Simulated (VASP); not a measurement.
Input of a VASP 6.6.1 run:

Contents of INCAR:

```
SYSTEM = SnSe
PREC = Accurate
ENCUT = 600
EDIFF = 1E-6
ISMEAR = -1
SIGMA = 0.05
LREAL = .False.
LASPH = .True.
NELM = 100
ALGO = Normal
ISIF = 3
LWAVE = .False.
LCHARG = .False.
GGA = PE
IBRION = 2
NSW = 32
EDIFFG = -0.005
PSTRESS = 640.0
```

KPOINTS

```
regular mesh
0
Gamma
  13 13 13
  0 0 0
```

POSCAR

```
SnSe
1.0
    0.0000000000      2.7340162521      2.7340162521
    2.7340162521      0.0000000000      2.7340162521
    2.7340162521      2.7340162521      0.0000000000
Sn Se
1 1
Direct
    0.0000000000      0.0000000000      0.0000000000
    0.2500000000      0.2500000000      0.2500000000
```

Potentials or basis: VASP PAW PBE potentials, release 64 (Sn_d, Se).

Command:

```bash
$ cat potpaw_PBE.64/Sn_d/POTCAR potpaw_PBE.64/Se/POTCAR > POTCAR
$ mpirun -np 1 vasp_std > vasp.out
```

(1) Estimate the relaxed cell.

(2) What does it give for the band gap on the k mesh?

(3) What does it give for the space group after relaxing (to 0.05 Å)?

Answers

(1) a = 3.867 Å, b = 3.867 Å, c = 3.867 Å, α = 60.00°, β = 60.00°, γ = 60.00°.

(2) zero (band 10 reaches 11.11 eV, above the bottom of band 11 at 8.93 eV).

(3) F-43m (No. 216).

Caveat: the cell is relaxed towards a set pressure, so the enthalpy falls and the energy may rise; spin-orbit coupling is left out, which moves the levels of the heavy elements.
